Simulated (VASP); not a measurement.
Cd2S: single point with PBE

Cd2S:

```
CELL_PARAMETERS angstrom
1.89324 -6.37707 0.00000
1.89324 6.37707 0.00000
0.00000 0.00000 5.62488
ATOMIC_POSITIONS crystal
Cd 0.83942 0.16058 0.75000
Cd 0.53299 0.46701 0.75000
Cd 0.16058 0.83942 0.25000
Cd 0.46701 0.53299 0.25000
S 0.18275 0.81725 0.75000
S 0.81725 0.18275 0.25000
```

```
Program                : VASP 6.6.1
Task                   : single point
Functional             : PBE
Potentials or basis    : VASP PAW PBE potentials, release 64 (Cd, S)
Cutoff                 : 520 eV
k mesh                 : 10 × 10 × 6
Occupations            : gaussian, width 0.01 eV
Spin                   : no spin polarisation
Dipole correction      : no
Further INCAR settings : ALGO = Normal; EDIFF = 1e-06; NBANDS = 39
```

The pressure is 0.3 GPa and the largest force is 0.016 eV/Å. The band gap on the k mesh is zero (bands 30 and 31 overlap by 0.56 eV).

Forces on the atoms (eV/Å):
```
Cd   0.000 -0.016  0.000
Cd   0.000  0.009  0.000
Cd   0.000  0.016  0.000
Cd   0.000 -0.009  0.000
S    0.000 -0.007  0.000
S    0.000  0.007  0.000
```

Levels at points of the mesh, in eV from the Fermi level:
| k point | band 28 | band 29 | band 30 | band 31 | band 32 | band 33 |
| --- | --- | --- | --- | --- | --- | --- |
| (0.00, 0.00, 0.00) | -1.58 | -1.31 | -0.99 | 1.25 | 3.05 | 3.34 |
| (0.50, 0.00, 0.00) | -2.51 | -1.90 | -0.11 | 0.51 | 1.44 | 1.60 |
| (0.50, 0.50, 0.00) | -1.24 | -1.01 | -1.00 | 0.64 | 1.36 | 1.86 |
| (0.00, 0.00, 0.50) | -1.21 | -0.56 | -0.56 | 2.91 | 2.91 | 3.96 |
| (0.50, 0.00, 0.50) | -2.85 | -0.69 | -0.69 | 1.35 | 1.35 | 2.65 |
| (0.50, 0.50, 0.50) | -1.38 | -1.35 | -1.35 | 1.88 | 1.88 | 4.31 |

Run time: 17 min on 1 thread of AMD EPYC 9R45 (Zen 5), with other jobs on the host, peak memory 0.61 GiB.

Caveat: semilocal functionals underestimate gaps, so a narrow gap can read as zero.
